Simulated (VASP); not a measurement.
Input of a VASP 6.6.1 run:

The input INCAR:

```
SYSTEM = Rh
ALGO = Normal ; EDIFF = 1E-6
ENCUT = 500 ; GGA = PS
GGA_COMPAT = .FALSE. ; ISIF = 2
ISMEAR = 0 ; LASPH = .TRUE.
LCHARG = .TRUE. ; LELF = .TRUE.
LREAL = .FALSE. ; LVHAR = .TRUE.
LWAVE = .FALSE. ; NBANDS = 22
NELM = 120 ; PREC = Accurate
SIGMA = 0.15
```

The input KPOINTS:

```
k-points
0
G
  22 22 16
  0 0 0
```

POSCAR

```
Rh
1.0
    0.0000000000     -1.8899965797     -1.8899965797
    0.0000000000      1.8899965797     -1.8899965797
    3.7799931594      0.0000000000      0.0000000000
Rh
2
Direct
    0.4603173885      0.5396826115      0.5000000000
    0.0396826115     -0.0396826115      0.0000000000
```

Potentials or basis: VASP PAW PBE potentials, release 64 (Rh_pv).

Run with:

```bash
$ cat potpaw_PBE.64/Rh_pv/POTCAR > POTCAR
$ mpirun -np 1 vasp_std > vasp.out
```

Question: What does it give for the band gap on the k mesh?

Answer: Zero (bands 15 and 16 overlap by 2.23 eV).

Question: Estimate the pressure.

Answer: 6.8 GPa.

Question: Predict the largest force.

Answer: 2.174 eV/Å.

Forces in eV/Å, atoms in the order of the input:
```
Rh   0.000 -2.174  0.000
Rh   0.000  2.174  0.000
```

Caveat: the cell differs from its parent crystal (atoms displaced along a vibrational mode); the stress differs along the axes, from -2 to 13 GPa; the PAW data sets were made with another functional, which shifts forces and pressure a little.
